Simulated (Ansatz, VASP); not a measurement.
**Two plane-wave programs on N**

```xyz
2
Lattice="15.0000 0.0000 0.0000 0.0000 15.5000 0.0000 0.0000 0.0000 16.0000" Properties=species:S:1:pos:R:3 pbc="T T T"
N     7.5279    7.7347    7.4498
N     7.4721    7.7653    8.5502
```

Alike in both runs: functional PBE; dispersion D3(BJ); k mesh 1 × 1 × 1; occupations gaussian, width 0.005 eV; no spin polarisation.

Ansatz relaxed the structure, and its values are those at the end. VASP's run is a single point on that final structure, the one shown.

```csv
,VASP,Ansatz
version,VASP 6.6.1,Ansatz 0.2.0
potentials or method,"VASP PAW PBE potentials, release 64 (N_h), cutoff 1000 eV","scalar-relativistic, plane waves, PAW"
valence electrons in the cell,10,10
```

VASP gave:

| Property | Result |
| --- | --- |
| gap on the k mesh at the Fermi level (eV) | 8.25 |
| rms of the force components (eV/Å) | 0.041 |

Task: What did Ansatz give for the same quantities?

Result: gap on the k mesh at the Fermi level (eV): 8.24; rms of the force components (eV/Å): 0.001.
